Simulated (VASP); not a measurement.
# TaN (P-6m2) in VASP: notebook, part 2 of 2

VASP 6.6.1. The steps go on from the part before.

## 3. Relaxation of cell and atoms, PBEsol

This run uses another cell than the first one, of 10.78 Å³/atom, 1.014 times its volume.

File INCAR:

```
SYSTEM = TaN
  ALGO = Normal
  EDIFF = 1E-6
  EDIFFG = -0.01
  ENCUT = 600
  GGA = PS
  IBRION = 2
  ISIF = 3
  ISMEAR = -1
  LASPH = .TRUE.
  LCHARG = .FALSE.
  LREAL = .FALSE.
  LWAVE = .FALSE.
  NELM = 100
  NSW = 50
  PREC = Accurate
  SIGMA = 0.05
```

File KPOINTS:

```
k-points
0
G
  9 9 8
  0 0 0
```

File POSCAR:

```
TaN
1.0
    2.9380000000      0.0000000000      0.0000000000
   -1.4690000000      2.5443830000      0.0000000000
    0.0000000000      0.0000000000      2.8830000000
Ta N
1 1
Direct
    0.3333333333      0.6666666667      0.5000000000
    0.0000000000      0.0000000000      0.0000000000
```

Potentials or basis: VASP PAW PBE potentials, release 64 (Ta_pv, N).

Started as:

```bash
$ cat potpaw_PBE.64/Ta_pv/POTCAR potpaw_PBE.64/N/POTCAR > POTCAR
$ mpirun -np 1 vasp_std > vasp.out
```

OUTCAR:

```text
SYSTEM = TaN
   EDIFF = 1E-6
   EDIFFG = -0.01
   ENCUT = 600
   GGA = PS
   IBRION = 2
   ISIF = 3
   ISMEAR = -1
   LASPH = .TRUE.
   LREAL = .FALSE.
   NELM = 100
   NSW = 50
   PREC = Accurate

 ion  position               nearest neighbor table
   1  0.333  0.667  0.500-   2 2.23   2 2.23   2 2.23   2 2.23   2 2.23   2 2.23
   2  0.000  0.000  0.000-   1 2.23   1 2.23   1 2.23   1 2.23   1 2.23   1 2.23

  LATTYP: Found a hexagonal cell.
 ALAT       =     2.9380000000
 C/A-ratio  =     0.9812797822

  Lattice vectors:

 A1 = (   2.9380000000,   0.0000000000,   0.0000000000)
 A2 = (  -1.4690000000,   2.5443830000,   0.0000000000)
 A3 = (   0.0000000000,   0.0000000000,   2.8830000000)

Analysis of symmetry for initial positions (statically):
=====================================================================
 Subroutine PRICEL returns:
 Original cell was already a primitive cell.

 Routine SETGRP: Setting up the symmetry group for a
 hexagonal supercell.

 Subroutine GETGRP returns: Found 12 space group operations
 (whereof 12 operations were pure point group operations)
 out of a pool of 24 trial point group operations.

The static configuration has the point symmetry D_3h.

Analysis of symmetry for dynamics (positions and initial velocities):
=====================================================================
 Subroutine PRICEL returns:
 Original cell was already a primitive cell.

 Routine SETGRP: Setting up the symmetry group for a
 hexagonal supercell.

 Subroutine GETGRP returns: Found 12 space group operations
 (whereof 12 operations were pure point group operations)
 out of a pool of 24 trial point group operations.

The dynamic configuration has the point symmetry D_3h.

 Subroutine INISYM returns: Found 12 space group operations
 (whereof 12 operations are pure point group operations),
 and found     1 'primitive' translations

----------------------------------------------------------------------------------------

                                     Primitive cell

  volume of cell :      21.5516

  direct lattice vectors                    reciprocal lattice vectors
     2.938000000  0.000000000  0.000000000     0.340367597  0.196511296  0.000000000
    -1.469000000  2.544383000  0.000000000     0.000000000  0.393022591  0.000000000
     0.000000000  0.000000000  2.883000000     0.000000000  0.000000000  0.346860909

  length of vectors
     2.938000000  2.938000315  2.883000000     0.393022633  0.393022591  0.346860909

  position of ions in fractional coordinates (direct lattice)
     0.333333333  0.666666667  0.500000000
     0.000000000  0.000000000  0.000000000

  ion indices of the primitive-cell ions
   primitive index   ion index
                 1           1
                 2           2

----------------------------------------------------------------------------------------

 KPOINTS: k-points

Automatic generation of k-mesh.
 Grid dimensions read from file:
 generate k-points for:    9    9    8

 Generating k-lattice:

  Cartesian coordinates                     Fractional coordinates (reciprocal lattice)
     0.037818622  0.021834588  0.000000000     0.111111111  0.000000000  0.000000000
[... 52 lines left out ...]
   ICHARG =      2    charge: 1-file 2-atom 10-const
   ISPIN  =      1    spin polarized calculation?
   LNONCOLLINEAR =      F non collinear calculations
   LSORBIT =      F    spin-orbit coupling
   LASPH  =      T    aspherical Exc in radial PAW
   ENCUT  =  600.0 eV  44.10 Ry    6.64 a.u.   5.87  5.87  5.76*2*pi/ulx,y,z
   NELM   =    100;   NELMIN=  2; NELMDL= -5     # of ELM steps
   EDIFF  = 0.1E-05   stopping-criterion for ELM
   LREAL  =      F    real-space projection
   EDIFFG = -.1E-01   stopping-criterion for IOM
   NSW    =     50    number of steps for IOM
   IBRION =      2    ionic relax: 0-MD 1-quasi-New 2-CG
   NFREE  =      1    steps in history (QN), initial steepest desc. (CG)
   ISIF   =      3    stress and relaxation
   ISYM   =      2    0-nonsym 1-usesym 2-fastsym
   POTIM  = 0.5000    time-step for ionic-motion
   TEBEG  =    0.0;   TEEND  =   0.0 temperature during run
   PSTRESS=    0.0 pullay stress
   NELECT =      16.0000    total number of electrons
   NUPDOWN=      -1.0000    fix difference up-down
   EMIN   =  10.00;   EMAX   =-10.00  energy-range for DOS
   EFERMI =   0.00;   METHOD = LEGACY
   ISMEAR =    -1;   SIGMA  =   0.05  broadening in eV -4-tet -1-fermi 0-gaus
   EFERMI_NEDOS =   21; number of points for ismear=-14 and -15
   IALGO  =     38    algorithm
   IMIX   =      4    mixing-type and parameters
     AMIX     =   0.40;   BMIX     =  1.00
     AMIX_MAG =   1.60;   BMIX_MAG =  1.00
  volume/ion in A,a.u.               =      10.78        72.72
  Fermi-wavevector in a.u.,A,eV,Ry     =   1.482365  2.801264 29.897528  2.197406
  Thomas-Fermi vector in A             =   2.596160
   LORBIT       =      0    0 simple, 1 ext, 2 COOP (PROOUT), +10 PAW based schemes
   GGA     = PS    functional components
   LHFCALC =     F    Hartree Fock is set to
   AEXX    =    0.0000 exact exchange contribution
   IVDW    =     0    specifies the selected vdW correction
   LEPSILON=     F    determine dielectric tensor
   LRPA    =     F    only Hartree local field effects (RPA)
 conjugate gradient relaxation of ions
 non-spin polarized calculation
  energy-cutoff  :      600.00
  volume of cell :       21.55
 maximum number of plane-waves:       736
 NGX is ok and might be reduce to    24
   NGX = 11   NGY = 11   NGZ = 11

--------------------------------------- Ionic step        1  -------------------------------------------

 number of electron      16.0000001 magnetization

 Free energy of the ion-electron system (eV)
  ---------------------------------------------------
  ext. energy  EPLUGINS =         0.00000000
  ---------------------------------------------------
  free energy    TOTEN  =       -23.80591505 eV

  energy without entropy =      -23.80525377  energy(sigma->0) =      -23.80558441

------------------------ aborting loop because EDIFF is reached ----------------------------------------

  FORCE on cell =-STRESS in cart. coord.  units (eV):
  Direction    XX          YY          ZZ          XY          YZ          ZX
  --------------------------------------------------------------------------------------
  -------------------------------------------------------------------------------------
  Total       -0.5769053     -0.5769055     -0.5430162      0.0000000      0.0000000      0.0000000
  in kB      -42.8880382    -42.8880505    -40.3686715      0.0000000      0.0000000      0.0000000
  external PRESSURE =     -42.0482534 kB  Pullay stress =       0.0000000 kB
[... 203 lines left out ...]
--------------------------------------- Ionic step        7  -------------------------------------------

 number of electron      16.0000000 magnetization

 Free energy of the ion-electron system (eV)
  ---------------------------------------------------
  ext. energy  EPLUGINS =         0.00000000
  ---------------------------------------------------
  free energy    TOTEN  =       -23.80930932 eV

  energy without entropy =      -23.80866184  energy(sigma->0) =      -23.80898558

 E-fermi :   8.2924     XC(G=0): -13.5712

 val. band max:        8.2609113774   @ k =   0.0000   0.0000   0.3750
 cond. band min:       8.3644267284   @ k =   0.3333   0.3333   0.0000
 fundamental gap:      0.1035153510
 Fermi energy:         8.2923934751

 k-point     1 :       0.0000    0.0000    0.0000
  band No.  band energies     occupation
      1     -26.5276      2.00000
      2     -26.2518      2.00000
      3     -26.2518      2.00000
      4      -9.6095      2.00000
      5       3.6107      2.00000
      6       3.6107      2.00000
      7       3.9332      2.00000
      8       5.2881      2.00000
      9      10.5337      0.00000
     10      11.8655      0.00000
     11      11.8655      0.00000
     12      12.2652      0.00000
[... 331 lines left out ...]
 k-point    24 :       0.3333    0.3333    0.1250
  band No.  band energies     occupation
      1     -27.0443      2.00000
      2     -26.9394      2.00000
      3     -26.4829      2.00000
      4      -6.9300      2.00000
      5       1.0706      2.00000
      6       1.9681      2.00000
      7       2.6771      2.00000
      8       7.7933      1.99991
      9      10.1644      0.00000
     10      10.6690      0.00000
     11      11.3694      0.00000
     12      15.4697      0.00000

 [... further k-points ...]

------------------------ aborting loop because EDIFF is reached ----------------------------------------

  FORCE on cell =-STRESS in cart. coord.  units (eV):
  Direction    XX          YY          ZZ          XY          YZ          ZX
  --------------------------------------------------------------------------------------
  -------------------------------------------------------------------------------------
  Total        0.0060988      0.0060988      0.0068063      0.0000000     -0.0000000      0.0000000
  in kB        0.4588819      0.4588820      0.5121162      0.0000000     -0.0000000      0.0000000
  external PRESSURE =       0.4766267 kB  Pullay stress =       0.0000000 kB
[... 17 lines left out ...]
  FREE ENERGIE OF THE ION-ELECTRON SYSTEM (eV)
  ---------------------------------------------------
  free  energy   TOTEN  =       -23.8093093210 eV

  energy  without entropy=      -23.8086618412  energy(sigma->0) =      -23.80898558

 reached required accuracy - stopping structural energy minimisation
```

OSZICAR:

```text
N       E                     dE             d eps       ncg     rms          rms(c)
DAV:   1     0.962573991547E+02    0.96257E+02   -0.10087E+04  1440   0.157E+03
DAV:   2    -0.218130729992E+02   -0.11807E+03   -0.11102E+03  1676   0.369E+02
DAV:   3    -0.260930820746E+02   -0.42800E+01   -0.42051E+01  1812   0.649E+01
[... 45 lines left out ...]
       N       E                     dE             d eps       ncg     rms          rms(c)
DAV:   1    -0.238093148458E+02   -0.84291E-05   -0.32329E-04  1444   0.180E-01    0.131E-02
DAV:   2    -0.238093107090E+02    0.41368E-05   -0.56152E-06  1652   0.249E-02    0.743E-03
DAV:   3    -0.238093093070E+02    0.14020E-05   -0.23643E-06  1596   0.134E-02    0.186E-03
DAV:   4    -0.238093093210E+02   -0.13956E-07   -0.91526E-08   720   0.311E-03
   7 F= -.23809309E+02 E0= -.23808986E+02  d E =-.248423E-04
```

CONTCAR:

```text
TaN
   1.00000000000000
     2.9251147274306937    0.0000000000000000    0.0000000000000000
    -1.4625573637153468    2.5332240218376305   -0.0000000000000000
     0.0000000000000000    0.0000000000000000    2.8736860031453357
  Ta              N
     1     1
Direct
     0.3333333332999970    0.6666666667000030    0.5000000000000000
     0.0000000000000000    0.0000000000000000    0.0000000000000000

  0.00000000E+00  0.00000000E+00  0.00000000E+00
  0.00000000E+00  0.00000000E+00  0.00000000E+00
```

Wall time 29 s (1 thread of Intel Xeon Platinum 8375C at 2.90GHz (Ice Lake), shared host); peak memory 0.16 GiB.

Results:

```
Free energy                            : -23.8093 eV
Relaxed volume                         : 10.65 Å³/atom
Relaxed cell                           : a = 2.925 Å, b = 2.925 Å, c = 2.874 Å, α = 90.00°, β = 90.00°, γ = 120.00°
Space group after relaxing (to 0.05 Å) : P-6m2 (No. 187)
Energy gained by relaxing              : 1.7 meV/atom
Ionic steps                            : 7
Pressure after relaxing                : 0.0 GPa
Band gap on the k mesh                 : zero (band 8 reaches 8.36 eV, above the bottom of band 9 at 8.11 eV)
```

The path:
| step | energy change (eV) | largest force (eV/Å) | pressure (GPa) | volume (Å³) |
| --- | --- | --- | --- | --- |
| 1 | 0.0000 | 0.0000 | -4.20 | 21.55 |
| 2 | 0.0180 | 0.0000 | 11.43 | 20.68 |
| 3 | -0.0034 | 0.0000 | -0.04 | 21.30 |
| 4 | -0.0034 | 0.0000 | 0.04 | 21.30 |
| 5 | -0.0034 | 0.0000 | 0.05 | 21.29 |
| 6 | -0.0034 | 0.0000 | 0.05 | 21.29 |
| 7 | -0.0034 | 0.0000 | 0.05 | 21.29 |

Final structure:
```xyz
2
Lattice="2.9251 0.0000 0.0000 -1.4626 2.5332 0.0000 0.0000 0.0000 2.8737" Properties=species:S:1:pos:R:3 pbc="T T T"
Ta    0.0000    1.6888    1.4368
N     0.0000    0.0000    0.0000
```

Levels at points of the mesh, in eV from the Fermi level:
| k point | band 5 | band 6 | band 7 | band 8 | band 9 | band 10 | band 11 | band 12 |
| --- | --- | --- | --- | --- | --- | --- | --- | --- |
| (0.00, 0.00, 0.00) | -4.68 | -4.68 | -4.36 | -3.00 | 2.24 | 3.57 | 3.57 | 3.97 |
| (0.00, 0.00, 0.50) | -9.53 | -3.85 | -3.85 | -0.18 | -0.18 | 2.39 | 3.27 | 3.27 |

Caveat: the PAW data sets were made with another functional, which shifts forces and pressure a little; spin-orbit coupling is left out, which moves the levels of the heavy elements.
